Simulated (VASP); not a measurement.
# AgBr (Fm-3m) in VASP: a series of runs, part 3 of 3

VASP 6.6.1. Earlier steps stand in the parts before.

## Step 6: Electric field gradients, PBE (23.64 Å³/atom)

This run uses another cell than the first one, of 23.64 Å³/atom.

INCAR

```
SYSTEM = AgBr
ALGO = Normal
EDIFF = 1E-8
ENCUT = 400
GGA = PE
GGA_COMPAT = .FALSE.
ISIF = 2
ISMEAR = -1
LASPH = .TRUE.
LCHARG = .FALSE.
LEFG = .TRUE.
LREAL = .FALSE.
LWAVE = .FALSE.
NBANDS = 16
NELM = 120
PREC = Accurate
SIGMA = 0.03
```

KPOINTS

```
k-points
0
G
  9 9 9
  0 0 0
```

POSCAR

```
AgBr
1.0
    0.0000000000      2.8701500000      2.8701500000
    2.8701500000      0.0000000000      2.8701500000
    2.8701500000      2.8701500000      0.0000000000
Ag Br
1 1
Direct
    0.0000000000      0.0000000000      0.0000000000
    0.5000000000      0.5000000000      0.5000000000
```

Potentials or basis: VASP PAW PBE potentials, release 64 (Ag, Br).

Command:

```
> cat potpaw_PBE.64/Ag/POTCAR potpaw_PBE.64/Br/POTCAR > POTCAR
> mpirun -np 1 vasp_std > vasp.out
```

OUTCAR:

```text
SYSTEM = AgBr
   EDIFF = 1E-8
   ENCUT = 400
   GGA = PE
   ISIF = 2
   ISMEAR = -1
   LASPH = .TRUE.
   LREAL = .FALSE.
   NELM = 120
   PREC = Accurate

 ion  position               nearest neighbor table
   1  0.000  0.000  0.000-   2 2.87   2 2.87   2 2.87   2 2.87   2 2.87   2 2.87
   2  0.500  0.500  0.500-   1 2.87   1 2.87   1 2.87   1 2.87   1 2.87   1 2.87

  LATTYP: Found a face centered cubic cell.
 ALAT       =     5.7403000000

  Lattice vectors:

 A1 = (   0.0000000000,   2.8701500000,   2.8701500000)
 A2 = (   2.8701500000,   0.0000000000,   2.8701500000)
 A3 = (   2.8701500000,   2.8701500000,   0.0000000000)

Analysis of symmetry for initial positions (statically):
=====================================================================
 Subroutine PRICEL returns:
 Original cell was already a primitive cell.

 Routine SETGRP: Setting up the symmetry group for a
 face centered cubic supercell.

[... 644 lines left out ...]
      direct lattice vectors                 reciprocal lattice vectors
     0.000000000  2.870150000  2.870150000    -0.174206923  0.174206923  0.174206923
     2.870150000  0.000000000  2.870150000     0.174206923 -0.174206923  0.174206923
     2.870150000  2.870150000  0.000000000     0.174206923  0.174206923 -0.174206923

 POSITION                                       TOTAL-FORCE (eV/Angst)
 -----------------------------------------------------------------------------------
      0.00000      0.00000      0.00000        -0.000000      0.000000     -0.000000
      2.87015      2.87015      2.87015         0.000000     -0.000000      0.000000
 -----------------------------------------------------------------------------------
    total drift:                                0.000000      0.000000      0.000000

  FREE ENERGIE OF THE ION-ELECTRON SYSTEM (eV)
  ---------------------------------------------------
  free  energy   TOTEN  =        -4.9827291749 eV

  energy  without entropy=       -4.9827290877  energy(sigma->0) =       -4.98272913

 Electric field gradients (V/A^2)
---------------------------------------------------------------------
 ion       V_xx      V_yy      V_zz      V_xy      V_xz      V_yz
---------------------------------------------------------------------
   1       0.000     0.000     0.000    -0.002    -0.002    -0.002
   2       0.000     0.000    -0.000     0.000     0.000     0.000
---------------------------------------------------------------------

 Electric field gradients after diagonalization (V/A^2)
 (convention: |V_zz| > |V_xx| > |V_yy|)
----------------------------------------------------------------------
 ion       V_xx      V_yy      V_zz     asymmetry (V_yy - V_xx)/ V_zz
----------------------------------------------------------------------
   1       0.002     0.002    -0.003       0.000
   2      -0.000    -0.000     0.001       0.000
----------------------------------------------------------------------

           NMR quadrupolar parameters

 Cq : quadrupolar parameter    Cq=e*Q*V_zz/h
 eta: asymmetry parameters     (V_yy - V_xx)/ V_zz
 Q  : nuclear electric quadrupole moment in mb (millibarn)
----------------------------------------------------------------------
 ion       Cq(MHz)       eta       Q (mb)
----------------------------------------------------------------------
   1      -0.000       0.000       1.000
   2       0.000       0.000       1.000
----------------------------------------------------------------------
```

OSZICAR:

```text
N       E                     dE             d eps       ncg     rms          rms(c)
DAV:   1     0.809808485280E+02    0.80981E+02   -0.72490E+03  1200   0.800E+02
DAV:   2    -0.247031316255E+01   -0.83451E+02   -0.77921E+02  1400   0.191E+02
DAV:   3    -0.508615457994E+01   -0.26158E+01   -0.26122E+01  1344   0.351E+01
DAV:   4    -0.509931467289E+01   -0.13160E-01   -0.13160E-01  1416   0.272E+00
DAV:   5    -0.509944146897E+01   -0.12680E-03   -0.12680E-03  1336   0.256E-01    0.601E+00
DAV:   6    -0.498686661891E+01    0.11257E+00   -0.17828E-01  1344   0.598E+00    0.392E+00
DAV:   7    -0.498264770886E+01    0.42189E-02   -0.61037E-02  1232   0.162E+00    0.158E+00
DAV:   8    -0.498268260922E+01   -0.34900E-04   -0.39645E-03  1336   0.623E-01    0.254E-01
DAV:   9    -0.498270127619E+01   -0.18667E-04   -0.49964E-04  1368   0.226E-01    0.332E-02
DAV:  10    -0.498272260197E+01   -0.21326E-04   -0.32395E-05  1448   0.726E-02    0.201E-02
DAV:  11    -0.498272940798E+01   -0.68060E-05   -0.12771E-05  1312   0.282E-02    0.595E-03
DAV:  12    -0.498272924466E+01    0.16333E-06   -0.90314E-07  1296   0.838E-03    0.201E-03
DAV:  13    -0.498272917744E+01    0.67219E-07   -0.13965E-07  1352   0.351E-03    0.317E-04
DAV:  14    -0.498272916513E+01    0.12306E-07   -0.21197E-08  1384   0.113E-03    0.218E-04
DAV:  15    -0.498272917494E+01   -0.98112E-08   -0.47703E-09   920   0.674E-04
   1 F= -.49827292E+01 E0= -.49827291E+01  d E =-.872341E-07
```

stdout:

```text
POSCAR found type information on POSCAR AgBr
 POSCAR found :  2 types and       2 ions
 scaLAPACK will be used
 LDA part: xc-table for (Slater+PW92), standard interpolation
 POSCAR, INCAR and KPOINTS ok, starting setup
 FFT: planning ... GRIDC
 FFT: planning ... GRID_SOFT
 FFT: planning ... GRID
 WAVECAR not read
 entering main loop
ion   1

ion   2
```

It took 35 s on 1 thread of Intel Xeon 8259CL, shared host; peak memory 0.16 GiB.

Results:

| Quantity | Value |
| --- | --- |
| Free energy | -4.9827 eV |
| Pressure | 2.1 GPa |
| Band gap on the k mesh | 0.72 eV (least direct gap 2.61 eV) |
| Largest electric field gradient by atom | zero within the noise of the run |

Levels at points of the mesh, in eV from the valence-band top:
```tsv
k point	band 6	band 7	band 8	band 9	band 10	band 11	band 12	band 13
(0.00, 0.00, 0.00)	-2.75	-1.89	-1.89	-1.89	0.72	9.96	9.96	9.96
```

Caveat: an odd mesh through Γ misses points on the zone boundary, where band edges can lie.

## Step 7: The runs side by side

| cell | smearing | gap on the mesh (eV) | pressure (GPa) |
| --- | --- | --- | --- |
| a = 3.516 Å, angles 60.0°, 2 atoms | fermi-dirac 0.03 eV | 0.64 | 67.3 |
| a = 3.516 Å, angles 60.0°, 2 atoms | tetrahedron | 0.64 | 67.3 |
| a = 3.768 Å, angles 60.0°, 2 atoms | fermi-dirac 0.03 eV | 0.84 | 22.0 |
| a = 3.919 Å, angles 60.0°, 2 atoms | fermi-dirac 0.03 eV | 0.73 | 9.0 |
| a = 4.059 Å, angles 60.0°, 2 atoms | fermi-dirac 0.03 eV | 0.72 | 2.1 |

Alike in all rows: task electric field gradients; level PBE; potentials or basis VASP PAW PBE potentials, release 64 (Ag, Br); no spin polarisation; k mesh 9 × 9 × 9; cutoff (eV) 400.

Caveats: an odd mesh through Γ misses points on the zone boundary, where band edges can lie; the cell stands under pressure (at least some runs).

Absolute energies hang on the potentials; compare differences alone.
